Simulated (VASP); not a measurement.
# SnAs (Fm-3m) in VASP: single point with LDA

Aim: the single point of SnAs with LDA.

Program: VASP 6.6.1. These are calculated values, not measurements. Logs are shortened: lines on timing, memory, paths and dates and some standing lists are left out, and cuts for length are marked.

**1. The cell of the first run**

It takes space group Fm-3m (No. 225, cubic). Conventional cell: a = 5.670 Å, b = 5.670 Å, c = 5.670 Å, α = 90.00°, β = 90.00°, γ = 90.00°. Within 3.7 Å of Sn (site symmetry m-3m) lie 6 As at 2.83 Å. As (site symmetry m-3m) has 6 Sn at 2.83 Å within 3.7 Å.

**2. Single point, LDA**

Contents of INCAR:

```
ALGO = Normal
EDIFF = 1E-6
ENCUT = 520
ISIF = 2
ISMEAR = 0
LASPH = True
LCHARG = True
LELF = True
LREAL = False
LVHAR = True
LWAVE = False
NBANDS = 16
NELM = 100
PREC = Accurate
SIGMA = 0.1
```

Contents of KPOINTS:

```
k-points
0
Gamma
  28 28 28
```

Contents of POSCAR:

```
SnAs
1.0
    0.0000000000      2.8349274549      2.8349274549
    2.8349274549      0.0000000000      2.8349274549
    2.8349274549      2.8349274549      0.0000000000
Sn As
1 1
Direct
    0.0000000000      0.0000000000      0.0000000000
    0.5000000000      0.5000000000      0.5000000000
```

Potentials or basis: VASP PAW LDA potentials, release 64 (Sn_d, As).

Run with:

```sh
$ cat potpaw_LDA.64/Sn_d/POTCAR potpaw_LDA.64/As/POTCAR > POTCAR
$ mpirun -np 1 vasp_std > vasp.out
```

OUTCAR:

```text
EDIFF = 1E-6
   ENCUT = 520
   ISIF = 2
   ISMEAR = 0
   LASPH = True
   LREAL = False
   NELM = 100
   PREC = Accurate

 ion  position               nearest neighbor table
   1  0.000  0.000  0.000-   2 2.83   2 2.83   2 2.83   2 2.83   2 2.83   2 2.83
   2  0.500  0.500  0.500-   1 2.83   1 2.83   1 2.83   1 2.83   1 2.83   1 2.83

  LATTYP: Found a face centered cubic cell.
 ALAT       =     5.6698549098

  Lattice vectors:

 A1 = (   0.0000000000,   2.8349274549,   2.8349274549)
 A2 = (   2.8349274549,   0.0000000000,   2.8349274549)
 A3 = (   2.8349274549,   2.8349274549,   0.0000000000)

Analysis of symmetry for initial positions (statically):
=====================================================================
 Subroutine PRICEL returns:
 Original cell was already a primitive cell.

 Routine SETGRP: Setting up the symmetry group for a
 face centered cubic supercell.

 Subroutine GETGRP returns: Found 48 space group operations
 (whereof 48 operations were pure point group operations)
 out of a pool of 48 trial point group operations.

The static configuration has the point symmetry O_h .

Analysis of symmetry for dynamics (positions and initial velocities):
=====================================================================
 Subroutine PRICEL returns:
 Original cell was already a primitive cell.

 Routine SETGRP: Setting up the symmetry group for a
 face centered cubic supercell.

 Subroutine GETGRP returns: Found 48 space group operations
 (whereof 48 operations were pure point group operations)
 out of a pool of 48 trial point group operations.

The dynamic configuration has the point symmetry O_h .

 Subroutine INISYM returns: Found 48 space group operations
 (whereof 48 operations are pure point group operations),
 and found     1 'primitive' translations

----------------------------------------------------------------------------------------

                                     Primitive cell

  volume of cell :      45.5676

  direct lattice vectors                    reciprocal lattice vectors
     0.000000000  2.834927455  2.834927455    -0.176371356  0.176371356  0.176371356
     2.834927455  0.000000000  2.834927455     0.176371356 -0.176371356  0.176371356
     2.834927455  2.834927455  0.000000000     0.176371356  0.176371356 -0.176371356

  length of vectors
     4.009192855  4.009192855  4.009192855     0.305484150  0.305484150  0.305484150

  position of ions in fractional coordinates (direct lattice)
     0.000000000  0.000000000  0.000000000
     0.500000000  0.500000000  0.500000000

  ion indices of the primitive-cell ions
   primitive index   ion index
                 1           1
                 2           2

----------------------------------------------------------------------------------------

 KPOINTS: k-points

Automatic generation of k-mesh.
 Grid dimensions read from file:
 generate k-points for:   28   28   28

 Generating k-lattice:

  Cartesian coordinates                     Fractional coordinates (reciprocal lattice)
    -0.006298977  0.006298977  0.006298977     0.035714286  0.000000000  0.000000000
     0.006298977 -0.006298977  0.006298977     0.000000000  0.035714286  0.000000000
     0.006298977  0.006298977 -0.006298977     0.000000000  0.000000000  0.035714286

  Length of vectors
     0.010910148  0.010910148  0.010910148

  Shift w.r.t. Gamma in fractional coordinates (k-lattice)
     0.000000000  0.000000000  0.000000000

 Subroutine IBZKPT returns following result:
 ===========================================

 Found    624 irreducible k-points:

 Following reciprocal coordinates:
            Coordinates               Weight
  0.000000  0.000000  0.000000      1.000000
  0.035714  0.000000  0.000000      8.000000
  0.071429  0.000000  0.000000      8.000000
  0.107143  0.000000  0.000000      8.000000
  0.142857  0.000000  0.000000      8.000000
  0.178571  0.000000  0.000000      8.000000
[... 16 lines left out ...]
  0.285714  0.035714  0.000000     24.000000
  0.321429  0.035714  0.000000     24.000000
 [... further k-points ...]
   k-points           NKPTS =    624   k-points in BZ     NKDIM =    624   number of bands    NBANDS=     16
   number of dos      NEDOS =    301   number of ions     NIONS =      2
   total plane-waves  NPLWV =  27000
   dimension x,y,z NGX =    30 NGY =   30 NGZ =   30
   dimension x,y,z NGXF=    60 NGYF=   60 NGZF=   60
   ions per type =               1   1
   NGX,Y,Z   is equivalent  to a cutoff of  12.44, 12.44, 12.44 a.u.
   NGXF,Y,Z  is equivalent  to a cutoff of  24.88, 24.88, 24.88 a.u.
 SYSTEM =  unknown system
   PREC   = accura    normal or accurate (medium, high low for compatibility)
   ISTART =      0    job   : 0-new  1-cont  2-samecut
   ICHARG =      2    charge: 1-file 2-atom 10-const
   ISPIN  =      1    spin polarized calculation?
   LNONCOLLINEAR =      F non collinear calculations
   LSORBIT =      F    spin-orbit coupling
   LASPH  =      T    aspherical Exc in radial PAW
   ENCUT  =  520.0 eV  38.22 Ry    6.18 a.u.   7.45  7.45  7.45*2*pi/ulx,y,z
   NELM   =    100;   NELMIN=  2; NELMDL= -5     # of ELM steps
   EDIFF  = 0.1E-05   stopping-criterion for ELM
   LREAL  =      F    real-space projection
   EDIFFG = 0.1E-04   stopping-criterion for IOM
   NSW    =      0    number of steps for IOM
   IBRION =     -1    ionic relax: 0-MD 1-quasi-New 2-CG
   NFREE  =      0    steps in history (QN), initial steepest desc. (CG)
   ISIF   =      2    stress and relaxation
   ISYM   =      2    0-nonsym 1-usesym 2-fastsym
   POTIM  = 0.5000    time-step for ionic-motion
   TEBEG  =    0.0;   TEEND  =   0.0 temperature during run
   PSTRESS=    0.0 pullay stress
   NELECT =      19.0000    total number of electrons
   NUPDOWN=      -1.0000    fix difference up-down
   EMIN   =  10.00;   EMAX   =-10.00  energy-range for DOS
   EFERMI =   0.00;   METHOD = LEGACY
   ISMEAR =     0;   SIGMA  =   0.10  broadening in eV -4-tet -1-fermi 0-gaus
   EFERMI_NEDOS =   21; number of points for ismear=-14 and -15
   IALGO  =     38    algorithm
   IMIX   =      4    mixing-type and parameters
     AMIX     =   0.40;   BMIX     =  1.00
     AMIX_MAG =   1.60;   BMIX_MAG =  1.00
  volume/ion in A,a.u.               =      22.78       153.75
  Fermi-wavevector in a.u.,A,eV,Ry     =   1.223040  2.311211 20.351968  1.495827
  Thomas-Fermi vector in A             =   2.358165
   LORBIT       =      0    0 simple, 1 ext, 2 COOP (PROOUT), +10 PAW based schemes
   GGA     = CA    functional components
   LHFCALC =     F    Hartree Fock is set to
   AEXX    =    0.0000 exact exchange contribution
   IVDW    =     0    specifies the selected vdW correction
   LEPSILON=     F    determine dielectric tensor
   LRPA    =     F    only Hartree local field effects (RPA)
 non-spin polarized calculation
 Gauss-broadening in eV      SIGMA  =   0.10
  energy-cutoff  :      520.00
  volume of cell :       45.57
 maximum number of plane-waves:      1245
 NGX is ok and might be reduce to    30
   NGX = 15   NGY = 15   NGZ = 15

 number of electron      19.0000000 magnetization

 Free energy of the ion-electron system (eV)
  ---------------------------------------------------
  ext. energy  EPLUGINS =         0.00000000
  ---------------------------------------------------
  free energy    TOTEN  =       -10.06443275 eV

  energy without entropy =      -10.06076954  energy(sigma->0) =      -10.06260115

 E-fermi :   7.2523     XC(G=0): -10.6657

 val. band max:        7.2452413448   @ k =  -0.2857   0.3929   0.1071
 cond. band min:       7.2550509259   @ k =  -0.3214   0.4643   0.1786
 fundamental gap:      0.0098095811
 Fermi energy:         7.2523073276

 k-point     1 :       0.0000    0.0000    0.0000
  band No.  band energies     occupation
      1     -14.2306      2.00000
      2     -14.2306      2.00000
      3     -14.2158      2.00000
      4     -14.2158      2.00000
      5     -14.2158      2.00000
      6      -6.1620      2.00000
[... 8 lines left out ...]
     15      13.3349      0.00000
     16      13.3349      0.00000

 k-point     2 :       0.0357    0.0000    0.0000
  band No.  band energies     occupation
      1     -14.2308      2.00000
      2     -14.2308      2.00000
      3     -14.2157      2.00000
      4     -14.2155      2.00000
      5     -14.2155      2.00000
      6      -6.1463      2.00000
[... 8 lines left out ...]
     15      13.3839      0.00000
     16      13.3839      0.00000

 k-point     3 :       0.0714    0.0000    0.0000
  band No.  band energies     occupation
      1     -14.2312      2.00000
      2     -14.2312      2.00000
      3     -14.2156      2.00000
      4     -14.2148      2.00000
      5     -14.2148      2.00000
      6      -6.0990      2.00000
[... 8 lines left out ...]
     15      13.5025      0.00000
     16      13.5025      0.00000

 k-point     4 :       0.1071    0.0000    0.0000
  band No.  band energies     occupation
      1     -14.2320      2.00000
      2     -14.2320      2.00000
      3     -14.2154      2.00000
      4     -14.2135      2.00000
      5     -14.2135      2.00000
      6      -6.0205      2.00000
[... 8 lines left out ...]
     15      13.6748      0.00000
     16      13.6748      0.00000

 k-point     5 :       0.1429    0.0000    0.0000
  band No.  band energies     occupation
      1     -14.2331      2.00000
      2     -14.2331      2.00000
      3     -14.2151      2.00000
      4     -14.2117      2.00000
      5     -14.2117      2.00000
      6      -5.9113      2.00000
[... 8 lines left out ...]
     15      13.9019      0.00000
     16      13.9019      0.00000

 k-point     6 :       0.1786    0.0000    0.0000
  band No.  band energies     occupation
      1     -14.2346      2.00000
      2     -14.2346      2.00000
      3     -14.2147      2.00000
      4     -14.2094      2.00000
      5     -14.2094      2.00000
      6      -5.7721      2.00000
[... 8 lines left out ...]
     15      14.1841      0.00000
     16      14.1841      0.00000

 k-point     7 :       0.2143    0.0000    0.0000
  band No.  band energies     occupation
      1     -14.2364      2.00000
      2     -14.2364      2.00000
      3     -14.2144      2.00000
      4     -14.2067      2.00000
      5     -14.2067      2.00000
      6      -5.6041      2.00000
[... 8 lines left out ...]
     15      14.5203      0.00000
     16      14.5203      0.00000

 k-point     8 :       0.2500    0.0000    0.0000
  band No.  band energies     occupation
      1     -14.2382      2.00000
      2     -14.2382      2.00000
      3     -14.2140      2.00000
      4     -14.2039      2.00000
      5     -14.2039      2.00000
      6      -5.4093      2.00000
[... 8 lines left out ...]
     15      14.9081      0.00000
     16      14.9081      0.00000

 k-point     9 :       0.2857    0.0000    0.0000
  band No.  band energies     occupation
      1     -14.2402      2.00000
      2     -14.2402      2.00000
      3     -14.2137      2.00000
      4     -14.2010      2.00000
      5     -14.2010      2.00000
      6      -5.1902      2.00000
[... 8 lines left out ...]
     15      15.3447      0.00000
     16      15.3447      0.00000
[... 172 lines left out ...]
 k-point    19 :       0.1429    0.0357    0.0000
  band No.  band energies     occupation
      1     -14.2341      2.00000
      2     -14.2315      2.00000
      3     -14.2156      2.00000
      4     -14.2123      2.00000
      5     -14.2116      2.00000
      6      -5.9371      2.00000
[... 8 lines left out ...]
     15      13.8825      0.00000
     16      14.0709      0.00000

 k-point    20 :       0.1786    0.0357    0.0000
  band No.  band energies     occupation
      1     -14.2356      2.00000
      2     -14.2327      2.00000
      3     -14.2152      2.00000
      4     -14.2104      2.00000
      5     -14.2093      2.00000
      6      -5.8078      2.00000
[... 8 lines left out ...]
     15      14.0980      0.00000
     16      14.3556      0.00000

 k-point    21 :       0.2143    0.0357    0.0000
  band No.  band energies     occupation
      1     -14.2373      2.00000
      2     -14.2343      2.00000
      3     -14.2148      2.00000
      4     -14.2081      2.00000
      5     -14.2066      2.00000
      6      -5.6494      2.00000
[... 8 lines left out ...]
     15      14.3824      0.00000
     16      14.6933      0.00000

 k-point    22 :       0.2500    0.0357    0.0000
  band No.  band energies     occupation
      1     -14.2392      2.00000
      2     -14.2362      2.00000
      3     -14.2143      2.00000
      4     -14.2055      2.00000
      5     -14.2037      2.00000
      6      -5.4634      2.00000
[... 8 lines left out ...]
     15      14.7308      0.00000
     16      15.0819      0.00000

 k-point    23 :       0.2857    0.0357    0.0000
  band No.  band energies     occupation
      1     -14.2411      2.00000
      2     -14.2381      2.00000
      3     -14.2139      2.00000
      4     -14.2027      2.00000
      5     -14.2008      2.00000
      6      -5.2522      2.00000
[... 8 lines left out ...]
     15      15.1375      0.00000
     16      15.5179      0.00000

 k-point    24 :       0.3214    0.0357    0.0000
  band No.  band energies     occupation
      1     -14.2429      2.00000
      2     -14.2401      2.00000
      3     -14.2135      2.00000
      4     -14.2000      2.00000
      5     -14.1980      2.00000
      6      -5.0196      2.00000
[... 8 lines left out ...]
     15      15.5976      0.00000
     16      15.9980      0.00000

 [... further k-points ...]

------------------------ aborting loop because EDIFF is reached ----------------------------------------

  FORCE on cell =-STRESS in cart. coord.  units (eV):
  Direction    XX          YY          ZZ          XY          YZ          ZX
  --------------------------------------------------------------------------------------
  -------------------------------------------------------------------------------------
  Total        0.0462891      0.0462891      0.0462891      0.0000000      0.0000000     -0.0000000
  in kB        1.6275470      1.6275470      1.6275470      0.0000000      0.0000000     -0.0000000
  external PRESSURE =       1.6275470 kB  Pullay stress =       0.0000000 kB

 VOLUME and BASIS-vectors are now :
 -----------------------------------------------------------------------------
  energy-cutoff  :      520.00
  volume of cell :       45.57
      direct lattice vectors                 reciprocal lattice vectors
     0.000000000  2.834927455  2.834927455    -0.176371356  0.176371356  0.176371356
     2.834927455  0.000000000  2.834927455     0.176371356 -0.176371356  0.176371356
     2.834927455  2.834927455  0.000000000     0.176371356  0.176371356 -0.176371356

 POSITION                                       TOTAL-FORCE (eV/Angst)
 -----------------------------------------------------------------------------------
      0.00000      0.00000      0.00000         0.000000      0.000000     -0.000000
      2.83493      2.83493      2.83493        -0.000000     -0.000000      0.000000
 -----------------------------------------------------------------------------------
    total drift:                               -0.000000      0.000000      0.000000

  FREE ENERGIE OF THE ION-ELECTRON SYSTEM (eV)
  ---------------------------------------------------
  free  energy   TOTEN  =       -10.0644327535 eV

  energy  without entropy=      -10.0607695431  energy(sigma->0) =      -10.06260115
```

Run time: 3.8 min. Hardware: 1 thread of Intel Xeon Platinum 8488C (Sapphire Rapids), shared host; peak memory 0.54 GiB.

Results:

```
Free energy : -10.0644 eV
Pressure    : 0.2 GPa
```

Levels at points of the mesh, in eV from the Fermi level:
| k point | band 6 | band 7 | band 8 | band 9 | band 10 | band 11 | band 12 | band 13 | band 14 | band 15 |
| --- | --- | --- | --- | --- | --- | --- | --- | --- | --- | --- |
| (0.00, 0.00, 0.00) | -13.41 | -2.59 | -1.13 | -1.13 | -1.13 | 5.53 | 5.53 | 5.53 | 6.08 | 6.08 |
| (0.50, 0.00, 0.00) | -11.24 | -8.68 | -0.62 | -0.62 | 0.86 | 1.33 | 1.33 | 2.48 | 9.96 | 11.08 |
| (0.50, 0.50, 0.00) | -10.65 | -6.00 | -5.60 | -3.40 | -3.40 | 2.70 | 7.65 | 7.65 | 9.22 | 11.89 |

Caveat: spin-orbit coupling is left out, which moves the levels of the heavy elements.
